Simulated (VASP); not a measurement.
# SrTiO3 (Pm-3m) in VASP: settings compared

SrTiO3 is run at these levels: PBE0, r2SCAN0; tasks: single point.

Program: VASP 6.6.1. These are calculated values, not measurements. Logs are shortened: lines on timing, memory, paths and dates and some standing lists are left out, and cuts for length are marked.

### Step 1. The cell of the first run

It takes space group Pm-3m (No. 221, cubic). The conventional cell has a = 3.907 Å, b = 3.907 Å, c = 3.907 Å, α = 90.00°, β = 90.00°, γ = 90.00°. Sr (site symmetry m-3m) has 12 O at 2.76 Å and 8 Ti at 3.38 Å within 3.6 Å. Within 2.6 Å of Ti (site symmetry m-3m) lie 6 O at 1.95 Å. Within 2.6 Å of O (site symmetry 4/mmm) lie 2 Ti at 1.95 Å.

### Step 2. Single point, PBE0

File POSCAR:

```
SrTiO3
1.0
    3.9068515088      0.0000000000      0.0000000000
    0.0000000000      3.9068515088      0.0000000000
    0.0000000000      0.0000000000      3.9068515088
Sr Ti O
1 1 3
Direct
    0.0000000000      0.0000000000      0.0000000000
    0.5000000000      0.5000000000      0.5000000000
    0.5000000000      0.5000000000      0.0000000000
    0.5000000000      0.0000000000      0.5000000000
    0.0000000000      0.5000000000      0.5000000000
```

File INCAR.step1:

```
SYSTEM = SrTiO3
PREC     = Accurate       ! precision mode
ENCUT    = 520            ! plane-wave cutoff, eV
EDIFF    = 1E-5           ! SCF threshold, eV
ISMEAR   = 0              ! smearing method
SIGMA    = 0.01           ! smearing width, eV
LREAL    = .FALSE.        ! projectors in reciprocal space
LASPH    = .TRUE.         ! aspherical terms in the spheres
NELM     = 80             ! most SCF steps
ALGO     = Normal         ! electronic algorithm
ISIF     = 2              ! what is computed and relaxed
LWAVE    = .TRUE.         ! write WAVECAR
LCHARG   = .FALSE.        ! write CHGCAR
GGA      = PE             ! functional
NBANDS   = 28             ! bands
```

File INCAR.step2:

```
SYSTEM = SrTiO3
PREC     = Accurate       ! precision mode
ENCUT    = 520            ! plane-wave cutoff, eV
EDIFF    = 1E-7           ! SCF threshold, eV
ISMEAR   = 0              ! smearing method
SIGMA    = 0.01           ! smearing width, eV
LREAL    = .FALSE.        ! projectors in reciprocal space
LASPH    = .TRUE.         ! aspherical terms in the spheres
NELM     = 80             ! most SCF steps
ALGO     = Normal         ! electronic algorithm
ISIF     = 2              ! what is computed and relaxed
LWAVE    = .FALSE.        ! write WAVECAR
LCHARG   = .FALSE.        ! write CHGCAR
GGA      = PE             ! functional
LHFCALC  = .TRUE.         ! exact exchange
AEXX     = 0.25           ! exact-exchange fraction
PRECFOCK = Fast         
ISTART   = 1            
NBANDS   = 28             ! bands
```

File KPOINTS:

```
Automatic mesh
0
G
  4 4 4
  0 0 0
```

Potentials or basis: VASP PAW PBE potentials, release 64 (Sr_sv, Ti_sv, O).

Command:

```console
cat potpaw_PBE.64/Sr_sv/POTCAR potpaw_PBE.64/Ti_sv/POTCAR potpaw_PBE.64/O/POTCAR > POTCAR
cp INCAR.step1 INCAR
mpirun -np 1 vasp_std > vasp.out
cp INCAR.step2 INCAR
mpirun -np 1 vasp_std > vasp.out
```

OUTCAR:

```text
SYSTEM = SrTiO3
   PREC = Accurate
   ENCUT = 520
   EDIFF = 1E-7
   ISMEAR = 0
   LREAL = .FALSE.
   LASPH = .TRUE.
   NELM = 80
   ISIF = 2
   GGA = PE
   LHFCALC = .TRUE.
   AEXX = 0.25
   PRECFOCK = Fast
   ISTART = 1

 ion  position               nearest neighbor table
   1  0.000  0.000  0.000-   3 2.76   4 2.76   5 2.76   4 2.76   5 2.76   3 2.76   5 2.76   5 2.76
                             3 2.76   4 2.76   4 2.76   3 2.76   2 3.38   2 3.38   2 3.38   2 3.38
   2  0.500  0.500  0.500-   3 1.95   4 1.95   5 1.95   3 1.95   4 1.95   5 1.95   1 3.38   1 3.38
                             1 3.38   1 3.38   1 3.38   1 3.38   1 3.38   1 3.38
   3  0.500  0.500  0.000-   2 1.95   2 1.95   1 2.76   1 2.76   1 2.76   1 2.76
   4  0.500  0.000  0.500-   2 1.95   2 1.95   1 2.76   1 2.76   1 2.76   1 2.76
   5  0.000  0.500  0.500-   2 1.95   2 1.95   1 2.76   1 2.76   1 2.76   1 2.76

  LATTYP: Found a simple cubic cell.
 ALAT       =     3.9068515088

  Lattice vectors:

 A1 = (   3.9068515088,   0.0000000000,   0.0000000000)
 A2 = (   0.0000000000,   3.9068515088,   0.0000000000)
 A3 = (   0.0000000000,   0.0000000000,   3.9068515088)

Analysis of symmetry for initial positions (statically):
=====================================================================
 Subroutine PRICEL returns:
 Original cell was already a primitive cell.

 Routine SETGRP: Setting up the symmetry group for a
 simple cubic supercell.

 Subroutine GETGRP returns: Found 48 space group operations
 (whereof 48 operations were pure point group operations)
 out of a pool of 48 trial point group operations.

The static configuration has the point symmetry O_h .

Analysis of symmetry for dynamics (positions and initial velocities):
=====================================================================
 Subroutine PRICEL returns:
 Original cell was already a primitive cell.

 Routine SETGRP: Setting up the symmetry group for a
 simple cubic supercell.

 Subroutine GETGRP returns: Found 48 space group operations
 (whereof 48 operations were pure point group operations)
 out of a pool of 48 trial point group operations.

The dynamic configuration has the point symmetry O_h .

 Subroutine INISYM returns: Found 48 space group operations
 (whereof 48 operations are pure point group operations),
 and found     1 'primitive' translations

----------------------------------------------------------------------------------------

                                     Primitive cell

  volume of cell :      59.6322

  direct lattice vectors                    reciprocal lattice vectors
     3.906851509  0.000000000  0.000000000     0.255960586  0.000000000  0.000000000
     0.000000000  3.906851509  0.000000000     0.000000000  0.255960586  0.000000000
     0.000000000  0.000000000  3.906851509     0.000000000  0.000000000  0.255960586

  length of vectors
     3.906851509  3.906851509  3.906851509     0.255960586  0.255960586  0.255960586

  position of ions in fractional coordinates (direct lattice)
     0.000000000  0.000000000  0.000000000
     0.500000000  0.500000000  0.500000000
     0.500000000  0.500000000  0.000000000
     0.500000000  0.000000000  0.500000000
     0.000000000  0.500000000  0.500000000

  ion indices of the primitive-cell ions
   primitive index   ion index
                 1           1
                 2           2
                 3           3
                 4           4
                 5           5

----------------------------------------------------------------------------------------

 KPOINTS: Automatic mesh

Automatic generation of k-mesh.
 Grid dimensions read from file:
 generate k-points for:    4    4    4

 Generating k-lattice:

  Cartesian coordinates                     Fractional coordinates (reciprocal lattice)
     0.063990146  0.000000000  0.000000000     0.250000000  0.000000000  0.000000000
     0.000000000  0.063990146  0.000000000     0.000000000  0.250000000  0.000000000
     0.000000000  0.000000000  0.063990146     0.000000000  0.000000000  0.250000000

  Length of vectors
     0.063990146  0.063990146  0.063990146

  Shift w.r.t. Gamma in fractional coordinates (k-lattice)
     0.000000000  0.000000000  0.000000000

 Subroutine IBZKPT returns following result:
 ===========================================

 Found     10 irreducible k-points:

 Following reciprocal coordinates:
            Coordinates               Weight
  0.000000  0.000000  0.000000      1.000000
  0.250000  0.000000  0.000000      6.000000
  0.500000  0.000000  0.000000      3.000000
  0.250000  0.250000  0.000000     12.000000
  0.500000  0.250000  0.000000     12.000000
  0.500000  0.500000  0.000000      3.000000
  0.250000  0.250000  0.250000      8.000000
  0.500000  0.250000  0.250000     12.000000
  0.500000  0.500000  0.250000      6.000000
  0.500000  0.500000  0.500000      1.000000
   k-points           NKPTS =     10   k-points in BZ     NKDIM =     64   number of bands    NBANDS=     28
   number of dos      NEDOS =    301   number of ions     NIONS =      5
   total plane-waves  NPLWV =  27000
   dimension x,y,z NGX =    30 NGY =   30 NGZ =   30
   dimension x,y,z NGXF=    60 NGYF=   60 NGZF=   60
   ions per type =               1   1   3
   NGX,Y,Z   is equivalent  to a cutoff of  12.77, 12.77, 12.77 a.u.
   NGXF,Y,Z  is equivalent  to a cutoff of  25.53, 25.53, 25.53 a.u.
 SYSTEM =  SrTiO3
   PREC   = accura    normal or accurate (medium, high low for compatibility)
   ISTART =      1    job   : 0-new  1-cont  2-samecut
   ICHARG =      0    charge: 1-file 2-atom 10-const
   ISPIN  =      1    spin polarized calculation?
   LNONCOLLINEAR =      F non collinear calculations
   LSORBIT =      F    spin-orbit coupling
   LASPH  =      T    aspherical Exc in radial PAW
   ENCUT  =  520.0 eV  38.22 Ry    6.18 a.u.   7.26  7.26  7.26*2*pi/ulx,y,z
   NELM   =     80;   NELMIN=  2; NELMDL=  0     # of ELM steps
   EDIFF  = 0.1E-06   stopping-criterion for ELM
   LREAL  =      F    real-space projection
   EDIFFG = 0.1E-05   stopping-criterion for IOM
   NSW    =      0    number of steps for IOM
   IBRION =     -1    ionic relax: 0-MD 1-quasi-New 2-CG
   NFREE  =      0    steps in history (QN), initial steepest desc. (CG)
   ISIF   =      2    stress and relaxation
   ISYM   =      3    0-nonsym 1-usesym 2-fastsym
   POTIM  = 0.5000    time-step for ionic-motion
   TEBEG  =    0.0;   TEEND  =   0.0 temperature during run
   PSTRESS=    0.0 pullay stress
   NELECT =      40.0000    total number of electrons
   NUPDOWN=      -1.0000    fix difference up-down
   EMIN   =  10.00;   EMAX   =-10.00  energy-range for DOS
   EFERMI =   0.00;   METHOD = LEGACY
   ISMEAR =     0;   SIGMA  =   0.01  broadening in eV -4-tet -1-fermi 0-gaus
   EFERMI_NEDOS =   21; number of points for ismear=-14 and -15
   IALGO  =     38    algorithm
   IMIX   =      1    mixing-type and parameters
     AMIX     =   0.40;   BMIX     =  1.00
     AMIX_MAG =   1.60;   BMIX_MAG =  1.00
  volume/ion in A,a.u.               =      11.93        80.48
  Fermi-wavevector in a.u.,A,eV,Ry     =   1.433072  2.708113 27.942210  2.053695
  Thomas-Fermi vector in A             =   2.552630
   LORBIT       =      0    0 simple, 1 ext, 2 COOP (PROOUT), +10 PAW based schemes
   GGA     = PE    functional components
   LHFCALC =     T    Hartree Fock is set to
   PRECFOCK=fast      Normal, Fast or Accurate (Low or Medium for compatibility)
   ENCUT4O =  -1.0   cutoff for four orbital integrals eV
   NKREDX  =     1    reduce k-point grid by
   NKREDY  =     1    reduce k-point grid by
   NKREDZ  =     1    reduce k-point grid by
   AEXX    =    0.2500 exact exchange contribution
   HFSCREEN=    0.0000 screening length (either q_TF or 0.3 A-1)
   HFSCREENC=   0.0000 screening length for correlation (either q_TF or 0.3 A-1)
   ENCUTFOCK=  -1.0 apply spherical cutoff to Coloumb kernel
   IVDW    =     0    specifies the selected vdW correction
   LEPSILON=     F    determine dielectric tensor
   LRPA    =     F    only Hartree local field effects (RPA)
 non-spin polarized calculation
 Gauss-broadening in eV      SIGMA  =   0.01
  energy-cutoff  :      520.00
  volume of cell :       59.63
 maximum number of plane-waves:      1640
 NGX is ok and might be reduce to    30
  NGX = 16; NGY = 16; NGZ = 16

 number of electron      40.0000004 magnetization

 Free energy of the ion-electron system (eV)
  ---------------------------------------------------
  ext. energy  EPLUGINS =         0.00000000
  ---------------------------------------------------
  free energy    TOTEN  =       -51.37050087 eV

  energy without entropy =      -51.37050087  energy(sigma->0) =      -51.37050087

 E-fermi :   2.9149     XC(G=0):  -8.8573

 val. band max:        2.7333860718   @ k =   0.5000   0.5000   0.5000
 cond. band min:       6.7845431965   @ k =   0.0000   0.0000   0.0000
 fundamental gap:      4.0511571247
 Fermi energy:         2.9149006156

 k-point     1 :       0.0000    0.0000    0.0000
  band No.  band energies     occupation
      1     -58.1669      2.00000
      2     -32.7379      2.00000
      3     -32.7379      2.00000
      4     -32.7379      2.00000
      5     -31.9750      2.00000
      6     -16.4000      2.00000
[... 20 lines left out ...]
     27      10.5200      0.00000
     28      11.3056      0.00000

 k-point     2 :       0.2500    0.0000    0.0000
  band No.  band energies     occupation
      1     -58.1663      2.00000
      2     -32.7827      2.00000
      3     -32.7356      2.00000
      4     -32.7356      2.00000
      5     -31.9532      2.00000
      6     -16.4111      2.00000
[... 20 lines left out ...]
     27      11.5173      0.00000
     28      12.7574      0.00000

 k-point     3 :       0.5000    0.0000    0.0000
  band No.  band energies     occupation
      1     -58.1656      2.00000
      2     -32.8261      2.00000
      3     -32.7333      2.00000
      4     -32.7333      2.00000
      5     -31.9325      2.00000
      6     -16.5161      2.00000
[... 20 lines left out ...]
     27      12.6863      0.00000
     28      13.3175      0.00000

 k-point     4 :       0.2500    0.2500    0.0000
  band No.  band energies     occupation
      1     -58.1656      2.00000
      2     -32.7803      2.00000
      3     -32.7722      2.00000
      4     -32.7331      2.00000
      5     -31.9415      2.00000
      6     -16.2407      2.00000
[... 144 lines left out ...]
     27      13.6432      0.00000
     28      13.6936      0.00000

 k-point     9 :       0.5000    0.5000    0.2500
  band No.  band energies     occupation
      1     -58.1634      2.00000
      2     -32.8038      2.00000
      3     -32.8038      2.00000
      4     -32.7648      2.00000
      5     -31.9182      2.00000
      6     -15.3452      2.00000
[... 20 lines left out ...]
     27      13.3475      0.00000
     28      13.7668      0.00000

 k-point    10 :       0.5000    0.5000    0.5000
  band No.  band energies     occupation
      1     -58.1627      2.00000
      2     -32.8011      2.00000
      3     -32.8011      2.00000
      4     -32.8011      2.00000
      5     -31.9081      2.00000
      6     -14.9506      2.00000
[... 20 lines left out ...]
     27      13.7668      0.00000
     28      13.7668      0.00000

------------------------ aborting loop because EDIFF is reached ----------------------------------------

  FORCE on cell =-STRESS in cart. coord.  units (eV):
  Direction    XX          YY          ZZ          XY          YZ          ZX
  --------------------------------------------------------------------------------------
  -------------------------------------------------------------------------------------
  Total       -0.4796511     -0.4796511     -0.4796511     -0.0000000     -0.0000000      0.0000000
  in kB      -12.8871047    -12.8871047    -12.8871047     -0.0000000     -0.0000000      0.0000000
  external PRESSURE =     -12.8871047 kB  Pullay stress =       0.0000000 kB

 VOLUME and BASIS-vectors are now :
 -----------------------------------------------------------------------------
  energy-cutoff  :      520.00
  volume of cell :       59.63
      direct lattice vectors                 reciprocal lattice vectors
     3.906851509  0.000000000  0.000000000     0.255960586  0.000000000  0.000000000
     0.000000000  3.906851509  0.000000000     0.000000000  0.255960586  0.000000000
     0.000000000  0.000000000  3.906851509     0.000000000  0.000000000  0.255960586

 POSITION                                       TOTAL-FORCE (eV/Angst)
 -----------------------------------------------------------------------------------
      0.00000      0.00000      0.00000         0.000000      0.000000      0.000000
      1.95343      1.95343      1.95343         0.000000      0.000000      0.000000
      1.95343      1.95343      0.00000         0.000000      0.000000      0.000000
      1.95343      0.00000      1.95343         0.000000      0.000000      0.000000
      0.00000      1.95343      1.95343         0.000000      0.000000      0.000000
 -----------------------------------------------------------------------------------
    total drift:                               -0.000000      0.000000      0.000000

  FREE ENERGIE OF THE ION-ELECTRON SYSTEM (eV)
  ---------------------------------------------------
  free  energy   TOTEN  =       -51.3705008701 eV

  energy  without entropy=      -51.3705008701  energy(sigma->0) =      -51.37050087
```

Wall time 19 min (1 thread of Intel Xeon Platinum 8259CL at 2.50GHz (Skylake/Cascade Lake), shared host); peak memory 0.19 GiB.

Results:

* Free energy: -51.3705 eV
* Pressure: -1.3 GPa
* Band gap on the k mesh: 4.05 eV (least direct gap 4.43 eV)

Caveat: the PAW data sets were made with another functional, which shifts forces and pressure a little. A k mesh can miss the band edges.

### Step 3. Single point, r2SCAN0

POSCAR is that of step 2.

File INCAR.step1:

```
  ALGO = Normal
  EDIFF = 1E-5
  ENCUT = 520
  GGA = PE
  ISIF = 2
  ISMEAR = 0
  LASPH = T
  LREAL = F
  LWAVE = T
  NBANDS = 28
  NELM = 60
  PREC = Accurate
  SIGMA = 0.01
```

File INCAR.step2:

```
  AEXX = 0.25
  ALGO = Normal
  EDIFF = 1E-7
  ENCUT = 520
  ISIF = 2
  ISMEAR = 0
  ISTART = 1
  LASPH = T
  LCHARG = T
  LELF = T
  LHFCALC = T
  LMIXTAU = T
  LREAL = F
  LVHAR = T
  LWAVE = F
  METAGGA = R2SCAN
  NBANDS = 28
  NELM = 60
  PREC = Accurate
  PRECFOCK = Fast
  SIGMA = 0.01
```

File KPOINTS:

```
k-points
0
Gamma
  4 4 4
```

Potentials or basis: VASP PAW PBE potentials, release 64 (Sr_sv, Ti_sv, O).

Command:

```console
cat potpaw_PBE.64/Sr_sv/POTCAR potpaw_PBE.64/Ti_sv/POTCAR potpaw_PBE.64/O/POTCAR > POTCAR
cp INCAR.step1 INCAR
mpirun -np 1 vasp_std > vasp.out
cp INCAR.step2 INCAR
mpirun -np 1 vasp_std > vasp.out
```

It took 43 min on 1 thread of Intel Xeon 8259CL, shared host; peak memory 0.19 GiB.

The run converged. Its results:

```yaml
Free_energy: -69.0142 eV
Pressure: -3.2 GPa
Band_gap_on_the_k_mesh: 4.40 eV (least direct gap 4.78 eV)
```

Levels at points of the mesh, in eV from the valence-band top:
| k point | band 17 | band 18 | band 19 | band 20 | band 21 | band 22 | band 23 | band 24 |
| --- | --- | --- | --- | --- | --- | --- | --- | --- |
| (0.00, 0.00, 0.00) | -1.28 | -0.39 | -0.39 | -0.39 | 4.40 | 4.40 | 4.40 | 6.72 |
| (0.50, 0.00, 0.00) | -2.52 | -2.11 | -0.81 | -0.81 | 4.58 | 6.51 | 6.51 | 6.74 |
| (0.50, 0.50, 0.00) | -1.99 | -1.73 | -1.73 | -0.09 | 6.53 | 6.53 | 7.11 | 7.85 |
| (0.50, 0.50, 0.50) | -4.08 | 0.00 | 0.00 | 0.00 | 7.34 | 7.34 | 7.34 | 9.90 |

Caveat: the cell stands under tension; the PAW data sets were made with another functional, which shifts forces and pressure a little. A k mesh can miss the band edges.
